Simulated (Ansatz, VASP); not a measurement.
GaAs in VASP and in Ansatz

Contents of INCAR:

```
SYSTEM = GaAs
ALGO     = Normal         ! electronic algorithm
EDIFF    = 1E-6           ! SCF threshold, eV
ENCUT    = 520            ! plane-wave cutoff, eV
ISIF     = 2              ! what is computed and relaxed
ISMEAR   = -1             ! smearing method
LASPH    = .True.         ! aspherical terms in the spheres
LCHARG   = .True.         ! write CHGCAR
LELF     = .True.         ! ELF
LREAL    = .False.        ! projectors in reciprocal space
LVHAR    = .True.       
LWAVE    = .False.        ! write WAVECAR
NBANDS   = 16             ! bands
NELM     = 60             ! most SCF steps
PREC     = Accurate       ! precision mode
SIGMA    = 0.08           ! smearing width, eV
```

KPOINTS

```
k-points
0
Gamma
  10 10 10
  0 0 0
```

POSCAR

```
GaAs
1.0
    0.0000000000      2.8551185000      2.8268500000
    2.8551185000      0.0000000000      2.8268500000
    2.8551185000      2.8551185000      0.0000000000
Ga As
1 1
Direct
    0.0000000000      0.0000000000      0.0000000000
    0.7500000000      0.7500000000      0.7500000000
```

Input for Ansatz:

```yaml
crystal:
  lattice:
    - [0.0, 2.8551185, 2.82685]
    - [2.8551185, 0.0, 2.82685]
    - [2.8551185, 2.8551185, 0.0]
  atoms:
    - { symbol: Ga, position: [0.0, 0.0, 0.0] }
    - { symbol: As, position: [0.75, 0.75, 0.75] }
kpoints:
  mp_grid: { grid: [10, 10, 10] }
  band_path:
    path:
      - [0.0, 0.0, 0.0]
      - [0.0, 0.5, 0.5]
      - [0.25, 0.75, 0.5]
      - [0.0, 0.5, 0.0]
      - [0.0, 0.0, 0.0]
      - [0.5, 0.5, 0.0]
      - [0.3775125, 0.6224875, 0.0]
      - [-0.3775125, 0.3775125, 0.0]
      - [0.0, 0.0, 0.0]
    npoints: 5
scf:
  occupations: { method: fermi_dirac, width: 0.08 }
hamiltonian:
  xc: lda
  pseudopotentials: { kind: all_electron, lapw: { basis_error: 0.001 } }
output:
  forces: true
  stress: true
  eigenvalues: true
```

Change from the starting cell: equal xx and yy strain of +1 %.

Alike in both runs: task single point; functional LDA; k mesh 10 × 10 × 10; occupations fermi-dirac, width 0.08 eV; no spin polarisation.

|  | VASP | Ansatz |
| --- | --- | --- |
| version | VASP 6.6.1 | Ansatz 0.2.0 |
| potentials or method | VASP PAW LDA potentials, release 64 (Ga_d, As), cutoff 520 eV | all-electron LAPW, scalar-relativistic |

Ansatz gave:

- pressure (GPa): -3.1
- traceless stress, the component that is largest in VASP (GPa): 0.41

Task: What did VASP give for the same quantities?

Result: Pressure (GPa): -2.8; traceless stress, the component that is largest in VASP (GPa): 0.40.

LDA's correlation is that of Perdew and Zunger in VASP and of Perdew and Wang (1992) in Ansatz. Ansatz ran all-electron here, and VASP with PAW potentials.
